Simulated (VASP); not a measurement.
# Ir (P6_3/mmc) in VASP: a series of runs

Ir is run at these levels: PBEsol; tasks: single point.

Program: VASP 6.6.1. These are calculated values, not measurements. Logs are shortened: lines on timing, memory, paths and dates and some standing lists are left out, and cuts for length are marked.

**1. The cell of the first run**

It takes space group P6_3/mmc (No. 194, hexagonal). The conventional cell has a = 2.676 Å, b = 2.676 Å, c = 4.340 Å, α = 90.00°, β = 90.00°, γ = 120.00°. Within 3.5 Å of Ir (site symmetry -6m2) lie 12 Ir at 2.66 to 2.68 Å.

**2. Single point, PBEsol**

Contents of INCAR:

```
PREC = Accurate ; ENCUT = 520
EDIFF = 1E-6 ; ISMEAR = -1
SIGMA = 0.1 ; LREAL = F
LASPH = T ; NELM = 100
ALGO = Normal ; ISIF = 2
LWAVE = F ; LCHARG = T
GGA = PS ; LELF = T
LVHAR = T ; NBANDS = 16
```

Contents of KPOINTS:

```
regular mesh
0
Gamma
  12 12 7
```

Contents of POSCAR:

```
Ir
1.0
    2.6759594995      0.0000000000      0.0000000000
   -1.3379797498      2.3174486693      0.0000000000
    0.0000000000      0.0000000000      4.3399733933
Ir
2
Direct
    0.6666666667      0.3333333333      0.7500000000
    0.3333333333      0.6666666667      0.2500000000
```

Potentials or basis: VASP PAW PBE potentials, release 64 (Ir).

Command:

```console
cat potpaw_PBE.64/Ir/POTCAR > POTCAR
mpirun -np 1 vasp_std > vasp.out
```

OUTCAR:

```text
PREC = Accurate
   ENCUT = 520
   EDIFF = 1E-6
   ISMEAR = -1
   LREAL = F
   LASPH = T
   NELM = 100
   ISIF = 2
   GGA = PS

 ion  position               nearest neighbor table
   1  0.667  0.333  0.750-   2 2.66   2 2.66   2 2.66   2 2.66   2 2.66   2 2.66
   2  0.333  0.667  0.250-   1 2.66   1 2.66   1 2.66   1 2.66   1 2.66   1 2.66

  LATTYP: Found a hexagonal cell.
 ALAT       =     2.6759594995
 C/A-ratio  =     1.6218382207

  Lattice vectors:

 A1 = (   2.6759594995,   0.0000000000,   0.0000000000)
 A2 = (  -1.3379797498,   2.3174486693,   0.0000000000)
 A3 = (   0.0000000000,   0.0000000000,   4.3399733933)

Analysis of symmetry for initial positions (statically):
=====================================================================
 Subroutine PRICEL returns:
 Original cell was already a primitive cell.

 Routine SETGRP: Setting up the symmetry group for a
 hexagonal supercell.

 Subroutine GETGRP returns: Found 24 space group operations
 (whereof 12 operations were pure point group operations)
 out of a pool of 24 trial point group operations.

The static configuration has the point symmetry D_3d.
 The point group associated with its full space group is D_6h.

Analysis of symmetry for dynamics (positions and initial velocities):
=====================================================================
 Subroutine PRICEL returns:
 Original cell was already a primitive cell.

 Routine SETGRP: Setting up the symmetry group for a
 hexagonal supercell.

 Subroutine GETGRP returns: Found 24 space group operations
 (whereof 12 operations were pure point group operations)
 out of a pool of 24 trial point group operations.

The dynamic configuration has the point symmetry D_3d.
 The point group associated with its full space group is D_6h.

 Subroutine INISYM returns: Found 24 space group operations
 (whereof 12 operations are pure point group operations),
 and found     1 'primitive' translations

----------------------------------------------------------------------------------------

                                     Primitive cell

  volume of cell :      26.9139

  direct lattice vectors                    reciprocal lattice vectors
     2.675959499  0.000000000  0.000000000     0.373697734  0.215754509  0.000000000
    -1.337979750  2.317448669  0.000000000     0.000000000  0.431509018  0.000000000
     0.000000000  0.000000000  4.339973393     0.000000000  0.000000000  0.230416159

  length of vectors
     2.675959499  2.675959294  4.339973393     0.431508985  0.431509018  0.230416159

  position of ions in fractional coordinates (direct lattice)
     0.666666667  0.333333333  0.750000000
     0.333333333  0.666666667  0.250000000

  ion indices of the primitive-cell ions
   primitive index   ion index
                 1           1
                 2           2

----------------------------------------------------------------------------------------

 KPOINTS: regular mesh

Automatic generation of k-mesh.
 Grid dimensions read from file:
 generate k-points for:   12   12    7

 Generating k-lattice:

  Cartesian coordinates                     Fractional coordinates (reciprocal lattice)
     0.031141478  0.017979542  0.000000000     0.083333333  0.000000000  0.000000000
     0.000000000  0.035959085  0.000000000     0.000000000  0.083333333  0.000000000
     0.000000000  0.000000000  0.032916594     0.000000000  0.000000000  0.142857143

  Length of vectors
     0.035959082  0.035959085  0.032916594

  Shift w.r.t. Gamma in fractional coordinates (k-lattice)
     0.000000000  0.000000000  0.000000000

 Subroutine IBZKPT returns following result:
 ===========================================

 Found     76 irreducible k-points:

 Following reciprocal coordinates:
            Coordinates               Weight
  0.000000  0.000000  0.000000      1.000000
  0.083333  0.000000  0.000000      6.000000
  0.166667  0.000000  0.000000      6.000000
  0.250000  0.000000  0.000000      6.000000
  0.333333 -0.000000  0.000000      6.000000
  0.416667  0.000000  0.000000      6.000000
[... 16 lines left out ...]
  0.250000  0.000000  0.142857     12.000000
  0.333333 -0.000000  0.142857     12.000000
 [... further k-points ...]
   k-points           NKPTS =     76   k-points in BZ     NKDIM =     76   number of bands    NBANDS=     16
   number of dos      NEDOS =    301   number of ions     NIONS =      2
   total plane-waves  NPLWV =  12800
   dimension x,y,z NGX =    20 NGY =   20 NGZ =   32
   dimension x,y,z NGXF=    40 NGYF=   40 NGZF=   64
   ions per type =               2
   NGX,Y,Z   is equivalent  to a cutoff of  12.43, 12.43, 12.26 a.u.
   NGXF,Y,Z  is equivalent  to a cutoff of  24.85, 24.85, 24.52 a.u.
 SYSTEM =  unknown system
   PREC   = accura    normal or accurate (medium, high low for compatibility)
   ISTART =      0    job   : 0-new  1-cont  2-samecut
   ICHARG =      2    charge: 1-file 2-atom 10-const
   ISPIN  =      1    spin polarized calculation?
   LNONCOLLINEAR =      F non collinear calculations
   LSORBIT =      F    spin-orbit coupling
   LASPH  =      T    aspherical Exc in radial PAW
   ENCUT  =  520.0 eV  38.22 Ry    6.18 a.u.   4.98  4.98  8.07*2*pi/ulx,y,z
   NELM   =    100;   NELMIN=  2; NELMDL= -5     # of ELM steps
   EDIFF  = 0.1E-05   stopping-criterion for ELM
   LREAL  =      F    real-space projection
   EDIFFG = 0.1E-04   stopping-criterion for IOM
   NSW    =      0    number of steps for IOM
   IBRION =     -1    ionic relax: 0-MD 1-quasi-New 2-CG
   NFREE  =      0    steps in history (QN), initial steepest desc. (CG)
   ISIF   =      2    stress and relaxation
   ISYM   =      2    0-nonsym 1-usesym 2-fastsym
   POTIM  = 0.5000    time-step for ionic-motion
   TEBEG  =    0.0;   TEEND  =   0.0 temperature during run
   PSTRESS=    0.0 pullay stress
   NELECT =      18.0000    total number of electrons
   NUPDOWN=      -1.0000    fix difference up-down
   EMIN   =  10.00;   EMAX   =-10.00  energy-range for DOS
   EFERMI =   0.00;   METHOD = LEGACY
   ISMEAR =    -1;   SIGMA  =   0.10  broadening in eV -4-tet -1-fermi 0-gaus
   EFERMI_NEDOS =   21; number of points for ismear=-14 and -15
   IALGO  =     38    algorithm
   IMIX   =      4    mixing-type and parameters
     AMIX     =   0.40;   BMIX     =  1.00
     AMIX_MAG =   1.60;   BMIX_MAG =  1.00
  volume/ion in A,a.u.               =      13.46        90.81
  Fermi-wavevector in a.u.,A,eV,Ry     =   1.431661  2.705446 27.887212  2.049652
  Thomas-Fermi vector in A             =   2.551373
   LORBIT       =      0    0 simple, 1 ext, 2 COOP (PROOUT), +10 PAW based schemes
   GGA     = PS    functional components
   LHFCALC =     F    Hartree Fock is set to
   AEXX    =    0.0000 exact exchange contribution
   IVDW    =     0    specifies the selected vdW correction
   LEPSILON=     F    determine dielectric tensor
   LRPA    =     F    only Hartree local field effects (RPA)
 non-spin polarized calculation
  energy-cutoff  :      520.00
  volume of cell :       26.91
 maximum number of plane-waves:       744
 NGX is ok and might be reduce to    20
   NGX =  9   NGY =  9   NGZ = 17

 number of electron      17.9999998 magnetization

 Free energy of the ion-electron system (eV)
  ---------------------------------------------------
  ext. energy  EPLUGINS =         0.00000000
  ---------------------------------------------------
  free energy    TOTEN  =       -19.43915737 eV

  energy without entropy =      -19.37490105  energy(sigma->0) =      -19.40702921

 E-fermi :  11.2882     XC(G=0): -14.3961

 val. band max:       11.2777147413   @ k =   0.2500   0.2500   0.1429
 cond. band min:      11.3136914931   @ k =   0.3333   0.0833   0.0000
 fundamental gap:      0.0359767518
 Fermi energy:        11.2882117040

 k-point     1 :       0.0000    0.0000    0.0000
  band No.  band energies     occupation
      1      -0.6031      2.00000
      2       2.4699      2.00000
      3       6.9783      2.00000
      4       7.0835      2.00000
      5       7.0835      2.00000
      6       7.8075      2.00000
[... 8 lines left out ...]
     15      27.6462      0.00000
     16      28.8521      0.00000

 k-point     2 :       0.0833    0.0000    0.0000
  band No.  band energies     occupation
      1      -0.3168      2.00000
      2       2.7254      2.00000
      3       6.5456      2.00000
      4       7.3303      2.00000
      5       7.4443      2.00000
      6       7.6604      2.00000
[... 8 lines left out ...]
     15      28.0240      0.00000
     16      29.3264      0.00000

 k-point     3 :       0.1667    0.0000    0.0000
  band No.  band energies     occupation
      1       0.4851      2.00000
      2       3.3564      2.00000
      3       6.0159      2.00000
      4       6.9482      2.00000
      5       7.2089      2.00000
      6       8.0474      2.00000
[... 8 lines left out ...]
     15      28.5761      0.00000
     16      29.5061      0.00000

 k-point     4 :       0.2500    0.0000    0.0000
  band No.  band energies     occupation
      1       1.6003      2.00000
      2       3.7800      2.00000
      3       5.6206      2.00000
      4       5.9081      2.00000
      5       6.9440      2.00000
      6       7.5691      2.00000
[... 8 lines left out ...]
     15      27.2758      0.00000
     16      27.7773      0.00000
[... 324 lines left out ...]
 k-point    22 :       0.1667    0.0000    0.1429
  band No.  band energies     occupation
      1       0.7001      2.00000
      2       3.4125      2.00000
      3       6.0661      2.00000
      4       6.4820      2.00000
      5       7.0550      2.00000
      6       7.6821      2.00000
[... 8 lines left out ...]
     15      28.2779      0.00000
     16      29.1496      0.00000

 k-point    23 :       0.2500    0.0000    0.1429
  band No.  band energies     occupation
      1       1.7472      2.00000
      2       3.8714      2.00000
      3       5.4413      2.00000
      4       5.9663      2.00000
      5       6.6957      2.00000
      6       7.6325      2.00000
[... 8 lines left out ...]
     15      27.4032      0.00000
     16      28.1120      0.00000

 k-point    24 :       0.3333   -0.0000    0.1429
  band No.  band energies     occupation
      1       2.5741      2.00000
      2       3.6490      2.00000
      3       4.7621      2.00000
      4       5.9208      2.00000
      5       7.2380      2.00000
      6       7.2984      2.00000
[... 8 lines left out ...]
     15      25.9997      0.00000
     16      26.1926      0.00000

 [... further k-points ...]
[... 5 lines left out ...]
  --------------------------------------------------------------------------------------
  -------------------------------------------------------------------------------------
  Total        3.6260076      3.6260069      3.8881323     -0.0000000      0.0000000      0.0000000
  in kB      215.8552263    215.8551822    231.4594358     -0.0000000      0.0000000      0.0000000
  external PRESSURE =     221.0566148 kB  Pullay stress =       0.0000000 kB

 VOLUME and BASIS-vectors are now :
 -----------------------------------------------------------------------------
  energy-cutoff  :      520.00
  volume of cell :       26.91
      direct lattice vectors                 reciprocal lattice vectors
     2.675959499  0.000000000  0.000000000     0.373697734  0.215754509  0.000000000
    -1.337979750  2.317448669  0.000000000     0.000000000  0.431509018  0.000000000
     0.000000000  0.000000000  4.339973393     0.000000000  0.000000000  0.230416159

 POSITION                                       TOTAL-FORCE (eV/Angst)
 -----------------------------------------------------------------------------------
      1.33798      0.77248      3.25498        -0.000000     -0.000000      0.000000
     -0.00000      1.54497      1.08499         0.000000      0.000000      0.000000
 -----------------------------------------------------------------------------------
    total drift:                               -0.000000      0.000000     -0.000000

  FREE ENERGIE OF THE ION-ELECTRON SYSTEM (eV)
  ---------------------------------------------------
  free  energy   TOTEN  =       -19.4391573676 eV

  energy  without entropy=      -19.3749010531  energy(sigma->0) =      -19.40702921
```

It took 18 s on 1 thread of Intel Xeon Platinum 8375C at 2.90GHz (Ice Lake), shared host; peak memory 0.16 GiB.

Results:

```yaml
Free_energy: -19.4392 eV
Pressure: 22.1 GPa
Band_gap_on_the_k_mesh: zero (band 9 reaches 12.36 eV, above the bottom of band 10 at 8.71 eV)
```

Levels at points of the mesh, in eV from the Fermi level:
```
           k point  band 6  band 7  band 8  band 9  band 10  band 11  band 12  band 13
(0.00, 0.00, 0.00)   -3.48   -3.48   -2.60   -2.60    -1.04     0.28     0.28     7.52
(0.50, 0.00, 0.00)   -3.77   -3.26    0.79    1.07     1.25     3.15     4.66     8.53
```

Caveat: the PAW data sets were made with another functional, which shifts forces and pressure a little; spin-orbit coupling is left out, which moves the levels of the heavy elements.

**3. Single point, PBEsol**

This run uses another cell than the first one, of 13.85 Å³/atom, 1.029 times its volume.

Contents of INCAR:

```
SYSTEM = Ir
  PREC = Accurate
  ENCUT = 520
  EDIFF = 1E-7
  ISMEAR = -1
  SIGMA = 0.1
  LREAL = .False.
  LASPH = .True.
  NELM = 100
  ALGO = Normal
  ISIF = 2
  LWAVE = .False.
  LCHARG = .True.
  GGA = PS
  LELF = .True.
  LVHAR = .True.
  NBANDS = 16
```

Contents of KPOINTS:

```
Automatic mesh
0
Gamma
  12 12 7
  0 0 0
```

Contents of POSCAR:

```
Ir
1.0
    2.7015683235      0.0000000000      0.0000000000
   -1.3507841617      2.3396265592      0.0000000000
    0.0000000000      0.0000000000      4.3815067628
Ir
2
Direct
    0.6666666667      0.3333333333      0.7500000000
    0.3333333333      0.6666666667      0.2500000000
```

Potentials or basis: VASP PAW PBE potentials, release 64 (Ir).

Command:

```console
cat potpaw_PBE.64/Ir/POTCAR > POTCAR
mpirun -np 1 vasp_std > vasp.out
```

Run time: 24 s. Hardware: 1 thread of Intel Xeon Platinum 8375C at 2.90GHz (Ice Lake), shared host; peak memory 0.16 GiB.

It converged, with:

```yaml
Free_energy: -19.5141 eV
Pressure: 8.9 GPa
Band_gap_on_the_k_mesh: zero (band 9 reaches 11.78 eV, above the bottom of band 10 at 8.30 eV)
```

Stress tensor (GPa, compression positive):
```
8.56 0.00 0.00
0.00 8.56 0.00
0.00 0.00 9.66
```

Levels at points of the mesh, in eV from the Fermi level:
| k point | band 5 | band 6 | band 7 | band 8 | band 9 | band 10 | band 11 | band 12 | band 13 | band 14 |
| --- | --- | --- | --- | --- | --- | --- | --- | --- | --- | --- |
| (0.00, 0.00, 0.00) | -4.02 | -3.33 | -3.33 | -2.49 | -2.49 | -0.96 | 0.28 | 0.28 | 7.24 | 14.17 |
| (0.50, 0.00, 0.00) | -3.73 | -3.63 | -3.13 | 0.75 | 1.02 | 1.18 | 3.03 | 4.51 | 8.34 | 10.44 |

Caveat: the PAW data sets were made with another functional, which shifts forces and pressure a little; spin-orbit coupling is left out, which moves the levels of the heavy elements.

**4. Single point, PBEsol**

This run uses another cell than the first one, of 14.24 Å³/atom, 1.058 times its volume.

Contents of INCAR:

```
PREC     = Accurate       # precision mode
ENCUT    = 520            # plane-wave cutoff, eV
EDIFF    = 1E-7           # SCF threshold, eV
ISMEAR   = -1             # smearing method
SIGMA    = 0.1            # smearing width, eV
LREAL    = F              # projectors in reciprocal space
LASPH    = T              # aspherical terms in the spheres
NELM     = 100            # most SCF steps
ALGO     = Normal         # electronic algorithm
ISIF     = 2              # what is computed and relaxed
LWAVE    = F              # write WAVECAR
LCHARG   = F              # write CHGCAR
GGA      = PS             # functional
NBANDS   = 16             # bands
```

Contents of KPOINTS:

```
Automatic mesh
0
Gamma
  12 12 7
```

Contents of POSCAR:

```
Ir
1.0
    2.7267006348      0.0000000000      0.0000000000
   -1.3633503174      2.3613917770      0.0000000000
    0.0000000000      0.0000000000      4.4222673059
Ir
2
Direct
    0.6666666667      0.3333333333      0.7500000000
    0.3333333333      0.6666666667      0.2500000000
```

Command:

```console
cat potpaw_PBE.64/Ir/POTCAR > POTCAR
mpirun -np 1 vasp_std > vasp.out
```

Wall time 26 s (1 thread of Intel Xeon Platinum 8375C at 2.90GHz (Ice Lake), shared host); peak memory 0.16 GiB.

It converged, with:

| Item | Value |
| --- | --- |
| Free energy | -19.5301 eV |
| Pressure | -2.2 GPa |
| Band gap on the k mesh | zero (band 9 reaches 11.23 eV, above the bottom of band 10 at 7.91 eV) |

Stress tensor (GPa, compression positive):
```
-2.44  0.00  0.00
 0.00 -2.44  0.00
 0.00  0.00 -1.74
```

Levels at points of the mesh, in eV from the Fermi level:
| k point | band 6 | band 7 | band 8 | band 9 | band 10 | band 11 | band 12 | band 13 |
| --- | --- | --- | --- | --- | --- | --- | --- | --- |
| (0.00, 0.00, 0.00) | -3.18 | -3.18 | -2.38 | -2.38 | -0.88 | 0.27 | 0.27 | 6.98 |
| (0.50, 0.00, 0.00) | -3.49 | -3.00 | 0.71 | 0.97 | 1.12 | 2.92 | 4.36 | 8.17 |

Caveat: the PAW data sets were made with another functional, which shifts forces and pressure a little; spin-orbit coupling is left out, which moves the levels of the heavy elements.

**5. Single point, PBEsol**

This run uses another cell than the first one, of 14.63 Å³/atom, 1.087 times its volume.

Contents of INCAR:

```
ALGO = Normal ; EDIFF = 1E-6
ENCUT = 520 ; GGA = PS
ISIF = 2 ; ISMEAR = -1
LASPH = True ; LCHARG = False
LREAL = False ; LWAVE = False
NBANDS = 16 ; NELM = 60
PREC = Accurate ; SIGMA = 0.1
```

Contents of KPOINTS:

```
k-points
0
Gamma
  12 12 7
```

Contents of POSCAR:

```
Ir
1.0
    2.7513780000      0.0000000000      0.0000000000
   -1.3756890000      2.3827630000      0.0000000000
    0.0000000000      0.0000000000      4.4622900000
Ir
2
Direct
    0.6666666667      0.3333333333      0.7500000000
    0.3333333333      0.6666666667      0.2500000000
```

Command:

```console
cat potpaw_PBE.64/Ir/POTCAR > POTCAR
mpirun -np 1 vasp_std > vasp.out
```

Wall time 21 s (1 thread of Intel Xeon Platinum 8375C at 2.90GHz (Ice Lake), shared host); peak memory 0.16 GiB.

It converged, with:

```
Free energy            : -19.4962 eV
Pressure               : -11.6 GPa
Band gap on the k mesh : zero (band 9 reaches 10.71 eV, above the bottom of band 10 at 7.54 eV)
```

Stress tensor (GPa, compression positive):
```
-11.71   0.00   0.00
  0.00 -11.71   0.00
  0.00   0.00 -11.34
```

Levels at points of the mesh, in eV from the Fermi level:
```csv
k point,band 5,band 6,band 7,band 8,band 9,band 10,band 11,band 12,band 13,band 14
"(0.00, 0.00, 0.00)",-3.67,-3.05,-3.05,-2.28,-2.28,-0.80,0.26,0.26,6.73,14.27
"(0.50, 0.00, 0.00)",-3.43,-3.35,-2.87,0.67,0.92,1.07,2.82,4.23,8.01,10.02
```

Caveat: the PAW data sets were made with another functional, which shifts forces and pressure a little; spin-orbit coupling is left out, which moves the levels of the heavy elements.

**6. Overview**

```tsv
cell	gap on the mesh (eV)	pressure (GPa)
a = 2.676, b = 2.676, c = 4.340 Å, angles 90.0, 90.0, 120.0°, 2 atoms	none	22.1
a = 2.702, b = 2.702, c = 4.382 Å, angles 90.0, 90.0, 120.0°, 2 atoms	none	8.9
a = 2.727, b = 2.727, c = 4.422 Å, angles 90.0, 90.0, 120.0°, 2 atoms	none	-2.2
a = 2.751, b = 2.751, c = 4.462 Å, angles 90.0, 90.0, 120.0°, 2 atoms	none	-11.6
```

Alike in all rows: task single point; level PBEsol; potentials or basis VASP PAW PBE potentials, release 64 (Ir); no spin polarisation; k mesh 12 × 12 × 7; cutoff (eV) 520; smearing fermi-dirac 0.1 eV.

Caveats: the PAW data sets were made with another functional, which shifts forces and pressure a little; spin-orbit coupling is left out, which moves the levels of the heavy elements.

Total energies depend on the potentials used, so only differences within one code and one set of settings carry meaning.
